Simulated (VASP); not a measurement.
Input of a VASP 6.6.1 run:

File INCAR:

```
SYSTEM = Be
PREC = Accurate
ENCUT = 600
EDIFF = 1E-6
ISMEAR = -1
SIGMA = 0.1
LREAL = .False.
LASPH = .True.
NELM = 120
ALGO = Normal
ISIF = 2
LWAVE = .False.
LCHARG = .False.
NBANDS = 7
GGA_COMPAT = .False.
```

Contents of KPOINTS:

```
Automatic mesh
0
Gamma
  19 19 19
  0 0 0
```

Contents of POSCAR:

```
Be
1.0
    0.0000000000      1.5327512631      1.5327512631
    1.5327512631      0.0000000000      1.5327512631
    1.5327512631      1.5327512631      0.0000000000
Be
1
Direct
    0.0000000000      0.0000000000      0.0000000000
```

Potentials or basis: VASP PAW LDA potentials, release 64 (Be).

The run is started by

```bash
$ cat potpaw_LDA.64/Be/POTCAR > POTCAR
$ mpirun -np 1 vasp_std > vasp.out
```

What does it give for the pressure?

6.2 GPa.

Predict the band gap on the k mesh.

zero (bands 1 and 2 overlap by 0.62 eV).

Caveat: the cell stands under pressure.
